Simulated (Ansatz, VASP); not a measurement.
# Ti in VASP and in Ansatz

```
CELL_PARAMETERS angstrom
-1.62775 1.54637 1.62775
1.62775 -1.54637 1.62775
1.62775 1.54637 -1.62775
ATOMIC_POSITIONS crystal
Ti 0.00000 0.00000 0.00000
```

Change from the starting cell: strain -0.0500 x Voigt [0, 1, 0, 0, 0, 0], atoms carried along.

Alike in both runs: task single point; functional PBE; k mesh 26 × 26 × 26; occupations gaussian, width 0.15 eV; no spin polarisation.

|  | VASP | Ansatz |
| --- | --- | --- |
| version | VASP 6.6.1 | Ansatz 0.2.0 |
| potentials or method | VASP PAW PBE potentials, release 64 (Ti_sv), cutoff 520 eV | scalar-relativistic, plane waves, PAW |
| valence electrons in the cell | 12 | 12 |

VASP gave:

```
gap on the k mesh at the Fermi level (eV)                     : none
pressure (GPa)                                                : 5.7
traceless stress, the component that is largest in VASP (GPa) : -1.01
```

Question: Estimate Ansatz's values.

Answer: gap on the k mesh at the Fermi level (eV): none; pressure (GPa): 6.1; traceless stress, the component that is largest in VASP (GPa): -1.00.

A gap of «none» marks a metal or a gap that the smearing closes.
